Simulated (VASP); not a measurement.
# Bi (Fm-3m) in VASP: notebook

Runs on Bi. Level: PBE. Tasks: relaxation of cell and atoms, single point.

Everything below comes from runs of VASP 6.6.1. Logs are shortened: lines on timing, memory, paths and dates and some standing lists are left out, and cuts for length are marked.

## Step 1: The cell of the first run

It takes space group Fm-3m (No. 225, cubic). Conventional cell: a = 5.246 Å, b = 5.246 Å, c = 5.246 Å, α = 90.00°, β = 90.00°, γ = 90.00°. Bi (site symmetry m-3m) has 12 Bi at 3.71 Å within 4.9 Å.

## Step 2: Relaxation of cell and atoms, PBE

Contents of INCAR:

```
ALGO = Normal
EDIFF = 1E-6
EDIFFG = -0.04
ENCUT = 600
GGA = PE
IBRION = 2
ISIF = 3
ISMEAR = 0
LASPH = T
LCHARG = F
LREAL = F
LWAVE = F
NELM = 100
NSW = 90
PREC = Accurate
SIGMA = 0.1
```

Contents of KPOINTS:

```
k-points
0
Gamma
  6 6 6
```

Contents of POSCAR:

```
Bi
1.0
    0.0000000000      2.6228611384      2.6228611384
    2.6228611384      0.0000000000      2.6228611384
    2.6228611384      2.6228611384      0.0000000000
Bi
1
Direct
    0.0000000000      0.0000000000      0.0000000000
```

Potentials or basis: VASP PAW PBE potentials, release 64 (Bi_d).

Command:

```sh
> cat potpaw_PBE.64/Bi_d/POTCAR > POTCAR
> mpirun -np 1 vasp_std > vasp.out
```

OUTCAR:

```text
EDIFF = 1E-6
   EDIFFG = -0.04
   ENCUT = 600
   GGA = PE
   IBRION = 2
   ISIF = 3
   ISMEAR = 0
   LASPH = T
   LREAL = F
   NELM = 100
   NSW = 90
   PREC = Accurate

 ion  position               nearest neighbor table
   1  0.000  0.000  0.000-

  LATTYP: Found a face centered cubic cell.
 ALAT       =     5.2457222768

  Lattice vectors:

 A1 = (   0.0000000000,   2.6228611384,   2.6228611384)
 A2 = (   2.6228611384,   0.0000000000,   2.6228611384)
 A3 = (   2.6228611384,   2.6228611384,   0.0000000000)

Analysis of symmetry for initial positions (statically):
=====================================================================
 Subroutine PRICEL returns:
 Original cell was already a primitive cell.

 Routine SETGRP: Setting up the symmetry group for a
 face centered cubic supercell.

 Subroutine GETGRP returns: Found 48 space group operations
[... 9 lines left out ...]

 Routine SETGRP: Setting up the symmetry group for a
 face centered cubic supercell.

 Subroutine GETGRP returns: Found 48 space group operations
[... 11 lines left out ...]
                                     Primitive cell

  volume of cell :      36.0874

  direct lattice vectors                    reciprocal lattice vectors
     0.000000000  2.622861138  2.622861138    -0.190631518  0.190631518  0.190631518
     2.622861138  0.000000000  2.622861138     0.190631518 -0.190631518  0.190631518
     2.622861138  2.622861138  0.000000000     0.190631518  0.190631518 -0.190631518

  length of vectors
     3.709285794  3.709285794  3.709285794     0.330183474  0.330183474  0.330183474

  position of ions in fractional coordinates (direct lattice)
     0.000000000  0.000000000  0.000000000

  ion indices of the primitive-cell ions
   primitive index   ion index
                 1           1

----------------------------------------------------------------------------------------

 KPOINTS: k-points

Automatic generation of k-mesh.
 Grid dimensions read from file:
 generate k-points for:    6    6    6

 Generating k-lattice:

  Cartesian coordinates                     Fractional coordinates (reciprocal lattice)
    -0.031771920  0.031771920  0.031771920     0.166666667  0.000000000  0.000000000
     0.031771920 -0.031771920  0.031771920     0.000000000  0.166666667  0.000000000
     0.031771920  0.031771920 -0.031771920     0.000000000  0.000000000  0.166666667

  Length of vectors
     0.055030579  0.055030579  0.055030579

  Shift w.r.t. Gamma in fractional coordinates (k-lattice)
     0.000000000  0.000000000  0.000000000

 Subroutine IBZKPT returns following result:
 ===========================================

 Found     16 irreducible k-points:

 Following reciprocal coordinates:
            Coordinates               Weight
  0.000000  0.000000  0.000000      1.000000
  0.166667  0.000000  0.000000      8.000000
  0.333333  0.000000  0.000000      8.000000
  0.500000  0.000000  0.000000      4.000000
  0.166667  0.166667  0.000000      6.000000
  0.333333  0.166667  0.000000     24.000000
[... 8 lines left out ...]
 -0.333333  0.333333  0.166667     24.000000
 -0.333333  0.500000  0.166667     12.000000
   k-points           NKPTS =     16   k-points in BZ     NKDIM =     16   number of bands    NBANDS=     11
   number of dos      NEDOS =    301   number of ions     NIONS =      1
   total plane-waves  NPLWV =  27000
   dimension x,y,z NGX =    30 NGY =   30 NGZ =   30
   dimension x,y,z NGXF=    60 NGYF=   60 NGZF=   60
   ions per type =               1
   NGX,Y,Z   is equivalent  to a cutoff of  13.45, 13.45, 13.45 a.u.
   NGXF,Y,Z  is equivalent  to a cutoff of  26.89, 26.89, 26.89 a.u.
 SYSTEM =  unknown system
   PREC   = accura    normal or accurate (medium, high low for compatibility)
   ISTART =      0    job   : 0-new  1-cont  2-samecut
   ICHARG =      2    charge: 1-file 2-atom 10-const
   ISPIN  =      1    spin polarized calculation?
   LNONCOLLINEAR =      F non collinear calculations
   LSORBIT =      F    spin-orbit coupling
   LASPH  =      T    aspherical Exc in radial PAW
   ENCUT  =  600.0 eV  44.10 Ry    6.64 a.u.   7.41  7.41  7.41*2*pi/ulx,y,z
   NELM   =    100;   NELMIN=  2; NELMDL= -5     # of ELM steps
   EDIFF  = 0.1E-05   stopping-criterion for ELM
   LREAL  =      F    real-space projection
   EDIFFG = -.4E-01   stopping-criterion for IOM
   NSW    =     90    number of steps for IOM
   IBRION =      2    ionic relax: 0-MD 1-quasi-New 2-CG
   NFREE  =      1    steps in history (QN), initial steepest desc. (CG)
   ISIF   =      3    stress and relaxation
   ISYM   =      2    0-nonsym 1-usesym 2-fastsym
   POTIM  = 0.5000    time-step for ionic-motion
   TEBEG  =    0.0;   TEEND  =   0.0 temperature during run
   PSTRESS=    0.0 pullay stress
   NELECT =      15.0000    total number of electrons
   NUPDOWN=      -1.0000    fix difference up-down
   EMIN   =  10.00;   EMAX   =-10.00  energy-range for DOS
   EFERMI =   0.00;   METHOD = LEGACY
   ISMEAR =     0;   SIGMA  =   0.10  broadening in eV -4-tet -1-fermi 0-gaus
   EFERMI_NEDOS =   21; number of points for ismear=-14 and -15
   IALGO  =     38    algorithm
   IMIX   =      4    mixing-type and parameters
     AMIX     =   0.40;   BMIX     =  1.00
     AMIX_MAG =   1.60;   BMIX_MAG =  1.00
  volume/ion in A,a.u.               =      36.09       243.53
  Fermi-wavevector in a.u.,A,eV,Ry     =   1.221762  2.308795 20.309450  1.492702
  Thomas-Fermi vector in A             =   2.356933
   LORBIT       =      0    0 simple, 1 ext, 2 COOP (PROOUT), +10 PAW based schemes
   GGA     = PE    functional components
   LHFCALC =     F    Hartree Fock is set to
   AEXX    =    0.0000 exact exchange contribution
   IVDW    =     0    specifies the selected vdW correction
   LEPSILON=     F    determine dielectric tensor
   LRPA    =     F    only Hartree local field effects (RPA)
 conjugate gradient relaxation of ions
 non-spin polarized calculation
 Gauss-broadening in eV      SIGMA  =   0.10
  energy-cutoff  :      600.00
  volume of cell :       36.09
 maximum number of plane-waves:      1243
 NGX is ok and might be reduce to    30
   NGX = 15   NGY = 15   NGZ = 15

--------------------------------------- Ionic step        1  -------------------------------------------

 number of electron      15.0000000 magnetization

 Free energy of the ion-electron system (eV)
  ---------------------------------------------------
  ext. energy  EPLUGINS =         0.00000000
  ---------------------------------------------------
  free energy    TOTEN  =        -3.66864470 eV

  energy without entropy =       -3.66233341  energy(sigma->0) =       -3.66548905

 E-fermi :   6.4778     XC(G=0):  -9.6105

 val. band max:        6.4568574467   @ k =  -0.3333   0.1667   0.0000
 cond. band min:       6.6072548495   @ k =   0.5000   0.5000   0.0000
 fundamental gap:      0.1503974028
 Fermi energy:         6.4777735723

 k-point     1 :       0.0000    0.0000    0.0000
  band No.  band energies     occupation
      1     -16.7687      2.00000
      2     -16.7687      2.00000
      3     -16.7687      2.00000
      4     -16.7289      2.00000
      5     -16.7289      2.00000
      6      -6.4184      2.00000
      7      10.2820      0.00000
      8      10.2820      0.00000
      9      10.2820      0.00000
     10      13.5159      0.00000
     11      15.3836      0.00000

 k-point     2 :       0.1667    0.0000    0.0000
  band No.  band energies     occupation
      1     -16.7661      2.00000
      2     -16.7595      2.00000
      3     -16.7595      2.00000
      4     -16.7258      2.00000
      5     -16.7258      2.00000
      6      -6.0330      2.00000
      7       7.1382      0.00000
      8       9.9005      0.00000
      9       9.9005      0.00000
     10      13.6496      0.00000
     11      16.2460      0.00000
[... 251 lines left out ...]
 POSITION                                       TOTAL-FORCE (eV/Angst)
 -----------------------------------------------------------------------------------
      0.00000      0.00000      0.00000        -0.000000      0.000000      0.000000
 -----------------------------------------------------------------------------------
    total drift:                               -0.000000     -0.000000      0.000000

  FREE ENERGIE OF THE ION-ELECTRON SYSTEM (eV)
  ---------------------------------------------------
  free  energy   TOTEN  =        -3.7403813056 eV

  energy  without entropy=       -3.7328866816  energy(sigma->0) =       -3.73663399

--------------------------------------- Ionic step        3  -------------------------------------------

 number of electron      15.0000000 magnetization

 Free energy of the ion-electron system (eV)
  ---------------------------------------------------
  ext. energy  EPLUGINS =         0.00000000
  ---------------------------------------------------
  free energy    TOTEN  =        -3.75182950 eV

  energy without entropy =       -3.74500376  energy(sigma->0) =       -3.74841663

 E-fermi :   8.0489     XC(G=0): -10.2197

 val. band max:        8.0304713589   @ k =  -0.3333   0.1667   0.0000
 cond. band min:       8.1559536125   @ k =   0.5000   0.5000   0.0000
 fundamental gap:      0.1254822537
 Fermi energy:         8.0488862947

 k-point     1 :       0.0000    0.0000    0.0000
  band No.  band energies     occupation
      1     -15.2937      2.00000
      2     -15.2937      2.00000
      3     -15.2937      2.00000
      4     -15.2279      2.00000
      5     -15.2279      2.00000
      6      -5.6964      2.00000
      7      12.6362      0.00000
      8      12.6362      0.00000
      9      12.6362      0.00000
     10      16.4576      0.00000
     11      16.8739      0.00000

 k-point     2 :       0.1667    0.0000    0.0000
  band No.  band energies     occupation
      1     -15.2908      2.00000
      2     -15.2790      2.00000
      3     -15.2790      2.00000
      4     -15.2237      2.00000
      5     -15.2237      2.00000
      6      -5.2319      2.00000
      7       8.9903      0.00000
      8      12.1599      0.00000
      9      12.1599      0.00000
     10      15.6327      0.00000
     11      18.8368      0.00000
[... 216 lines left out ...]
 POSITION                                       TOTAL-FORCE (eV/Angst)
 -----------------------------------------------------------------------------------
      0.00000      0.00000      0.00000        -0.000000     -0.000000      0.000000
 -----------------------------------------------------------------------------------
    total drift:                               -0.000000     -0.000000      0.000000

  FREE ENERGIE OF THE ION-ELECTRON SYSTEM (eV)
  ---------------------------------------------------
  free  energy   TOTEN  =        -3.7518295024 eV

  energy  without entropy=       -3.7450037609  energy(sigma->0) =       -3.74841663

 reached required accuracy - stopping structural energy minimisation
```

Run time: 23 s. Hardware: 1 thread of Intel Xeon Platinum 8488C (Sapphire Rapids), shared host; peak memory 0.17 GiB.

What came out:

```yaml
Free_energy: -3.7518 eV
Relaxed_volume: 31.63 Å³/atom
Relaxed_cell: a = 3.550 Å, b = 3.550 Å, c = 3.550 Å, α = 60.00°, β = 60.00°, γ = 60.00°
Space_group_after_relaxing_to_0.05_Å: Fm-3m (No. 225)
Energy_gained_by_relaxing: 83.2 meV/atom
Ionic_steps: 3
Pressure_after_relaxing: 0.1 GPa
```

Step by step:
```tsv
step	energy change (eV)	largest force (eV/Å)	pressure (GPa)	volume (Å³)
1	0.0000	0.0000	-5.27	36.09
2	-0.0717	0.0000	2.75	30.23
3	-0.0832	0.0000	0.05	31.63
```

Final structure:
```
Bi
1.0
     0.00000    2.51005    2.51005
     2.51005    0.00000    2.51005
     2.51005    2.51005    0.00000
Bi
1
Cartesian
  0.0000 0.0000 0.0000
```

Levels at points of the mesh, in eV from the Fermi level:
| k point | band 5 | band 6 | band 7 | band 8 | band 9 | band 10 |
| --- | --- | --- | --- | --- | --- | --- |
| (0.00, 0.00, 0.00) | -23.28 | -13.75 | 4.59 | 4.59 | 4.59 | 8.41 |
| (0.50, 0.00, 0.00) | -23.21 | -10.97 | -5.45 | 3.04 | 3.04 | 7.01 |
| (0.50, 0.50, 0.00) | -23.19 | -9.91 | -4.65 | 0.11 | 0.11 | 3.78 |

Caveat: spin-orbit coupling is left out, which moves the levels of the heavy elements.

## Step 3: Single point, PBE

This run uses another cell than the first one, of 31.78 Å³/atom, 0.881 times its volume.

Contents of INCAR:

```
ALGO = Normal ; EDIFF = 1E-6
ENCUT = 520 ; GGA = PE
ISIF = 2 ; ISMEAR = 0
LASPH = True ; LCHARG = False
LREAL = False ; LWAVE = False
NBANDS = 14 ; NELM = 100
PREC = Accurate ; SIGMA = 0.1
```

Contents of KPOINTS:

```
k-points
0
Gamma
  20 20 20
```

Contents of POSCAR:

```
Bi
1.0
    0.0000000000      2.5139408703      2.5139408703
    2.5139408703      0.0000000000      2.5139408703
    2.5139408703      2.5139408703      0.0000000000
Bi
1
Direct
    0.0000000000      0.0000000000      0.0000000000
```

Potentials or basis: VASP PAW PBE potentials, release 64 (Bi_d).

Command:

```sh
> cat potpaw_PBE.64/Bi_d/POTCAR > POTCAR
> mpirun -np 1 vasp_std > vasp.out
```

OUTCAR:

```text
EDIFF = 1E-6
   ENCUT = 520
   GGA = PE
   ISIF = 2
   ISMEAR = 0
   LASPH = True
   LREAL = False
   NELM = 100
   PREC = Accurate

 ion  position               nearest neighbor table
   1  0.000  0.000  0.000-

  LATTYP: Found a face centered cubic cell.
 ALAT       =     5.0278817406

  Lattice vectors:

 A1 = (   0.0000000000,   2.5139408703,   2.5139408703)
 A2 = (   2.5139408703,   0.0000000000,   2.5139408703)
 A3 = (   2.5139408703,   2.5139408703,   0.0000000000)

Analysis of symmetry for initial positions (statically):
[... 577 lines left out ...]
      7       4.0189      2.00000
      8      10.5957      0.00000
      9      11.3765      0.00000
     10      15.3109      0.00000
     11      16.4162      0.00000
     12      17.6133      0.00000
     13      18.6320      0.00000
     14      22.1595      0.00000

 [... further k-points ...]
[... 5 lines left out ...]
  --------------------------------------------------------------------------------------
  -------------------------------------------------------------------------------------
  Total       -0.0183965     -0.0183965     -0.0183965     -0.0000000      0.0000000     -0.0000000
  in kB       -0.9275799     -0.9275799     -0.9275799     -0.0000000      0.0000000     -0.0000000
  external PRESSURE =      -0.9275799 kB  Pullay stress =       0.0000000 kB

 VOLUME and BASIS-vectors are now :
 -----------------------------------------------------------------------------
  energy-cutoff  :      520.00
  volume of cell :       31.78
      direct lattice vectors                 reciprocal lattice vectors
     0.000000000  2.513940870  2.513940870    -0.198890915  0.198890915  0.198890915
     2.513940870  0.000000000  2.513940870     0.198890915 -0.198890915  0.198890915
     2.513940870  2.513940870  0.000000000     0.198890915  0.198890915 -0.198890915

 POSITION                                       TOTAL-FORCE (eV/Angst)
 -----------------------------------------------------------------------------------
      0.00000      0.00000      0.00000        -0.000000     -0.000000     -0.000000
 -----------------------------------------------------------------------------------
    total drift:                               -0.000000     -0.000000     -0.000000

  FREE ENERGIE OF THE ION-ELECTRON SYSTEM (eV)
  ---------------------------------------------------
  free  energy   TOTEN  =        -3.7066636711 eV

  energy  without entropy=       -3.7033099209  energy(sigma->0) =       -3.70498680
```

OSZICAR:

```text
N       E                     dE             d eps       ncg     rms          rms(c)
DAV:   1     0.113860624990E+03    0.11386E+03   -0.76568E+03  7260   0.123E+03
DAV:   2     0.290672819613E+01   -0.11095E+03   -0.10749E+03  7714   0.337E+02
DAV:   3    -0.355081124783E+01   -0.64575E+01   -0.64335E+01  9004   0.789E+01
DAV:   4    -0.370404463228E+01   -0.15323E+00   -0.15319E+00  9146   0.130E+01
DAV:   5    -0.371050522552E+01   -0.64606E-02   -0.64604E-02 10130   0.240E+00    0.444E-01
DAV:   6    -0.370697631797E+01    0.35289E-02   -0.77516E-03  9776   0.118E+00    0.273E-01
DAV:   7    -0.370660220175E+01    0.37412E-03   -0.52026E-03  9478   0.957E-01    0.819E-02
DAV:   8    -0.370666264890E+01   -0.60447E-04   -0.53406E-04  9322   0.341E-01    0.109E-02
DAV:   9    -0.370666351462E+01   -0.86572E-06   -0.12123E-05 10242   0.473E-02    0.460E-03
DAV:  10    -0.370666367111E+01   -0.15649E-06   -0.13592E-06  8254   0.122E-02
   1 F= -.37066637E+01 E0= -.37049868E+01  d E =-.335375E-02
```

Wall time 72 s (1 thread of Intel Xeon Platinum 8488C (Sapphire Rapids), shared host); peak memory 0.23 GiB.

What came out:

* Free energy: -3.7067 eV
* Pressure: -0.1 GPa

Caveat: spin-orbit coupling is left out, which moves the levels of the heavy elements.

## Step 4: Relaxation of cell and atoms, PBE

This run uses another cell than the first one, of 31.68 Å³/atom, 0.878 times its volume.

Contents of INCAR:

```
SYSTEM = Bi
PREC = Accurate
ENCUT = 600
EDIFF = 1E-6
ISMEAR = 0
SIGMA = 0.1
LREAL = .False.
LASPH = .True.
NELM = 100
ALGO = Fast
ISIF = 3
LWAVE = .False.
LCHARG = .False.
GGA = PE
IBRION = 2
NSW = 100
EDIFFG = -0.01
```

Contents of KPOINTS:

```
Automatic mesh
0
Gamma
  20 20 20
  0 0 0
```

Contents of POSCAR:

```
Bi
1.0
    0.0000000000      2.5115062870      2.5115062870
    2.5115062870      0.0000000000      2.5115062870
    2.5115062870      2.5115062870      0.0000000000
Bi
1
Direct
    0.0000000000      0.0000000000      0.0000000000
```

Command:

```sh
> cat potpaw_PBE.64/Bi_d/POTCAR > POTCAR
> mpirun -np 1 vasp_std > vasp.out
```

Wall time 2.8 min (1 thread of Intel Xeon Platinum 8488C (Sapphire Rapids), shared host); peak memory 0.24 GiB.

Results (log left out):

```yaml
Free_energy: -3.7067 eV
Relaxed_volume: 31.75 Å³/atom
Relaxed_cell: a = 3.554 Å, b = 3.554 Å, c = 3.554 Å, α = 60.00°, β = 60.00°, γ = 60.00°
Space_group_after_relaxing_to_0.05_Å: Fm-3m (No. 225)
Energy_gained_by_relaxing: 0.0 meV/atom
Ionic_steps: 3
Pressure_after_relaxing: 0.0 GPa
```

Final structure:
```xyz
1
Lattice="0.0000 2.5132 2.5132 2.5132 0.0000 2.5132 2.5132 2.5132 0.0000" Properties=species:S:1:pos:R:3 pbc="T T T"
Bi    0.0000    0.0000    0.0000
```

Levels at points of the mesh, in eV from the Fermi level:
```
           k point  band 5  band 6  band 7  band 8  band 9  band 10
(0.00, 0.00, 0.00)  -23.06  -13.50    4.78    4.78    4.78     8.58
(0.50, 0.00, 0.00)  -22.99  -10.75   -5.21    3.24    3.24     7.20
(0.50, 0.50, 0.00)  -22.97   -9.70   -4.42    0.32    0.32     4.00
```

Caveat: spin-orbit coupling is left out, which moves the levels of the heavy elements.

## Step 5: The runs side by side

| task | cell | k mesh | cutoff (eV) | gap on the mesh (eV) | pressure (GPa) | relaxed volume (Å³/atom) |
| --- | --- | --- | --- | --- | --- | --- |
| relaxation of cell and atoms | relaxed from a = 3.709 Å, angles 60.0°, 1 atom | 6 × 6 × 6 | 600 | none | 0.1 | 31.63 |
| single point | a = 3.555 Å, angles 60.0°, 1 atom | 20 × 20 × 20 | 520 | none | -0.1 | - |
| relaxation of cell and atoms | relaxed from a = 3.552 Å, angles 60.0°, 1 atom | 20 × 20 × 20 | 600 | none | 0.0 | 31.75 |

Alike in all rows: level PBE; potentials or basis VASP PAW PBE potentials, release 64 (Bi_d); no spin polarisation; smearing gaussian 0.1 eV.

Caveats: spin-orbit coupling is left out, which moves the levels of the heavy elements.

Total energies depend on the potentials used, so only differences within one code and one set of settings carry meaning.
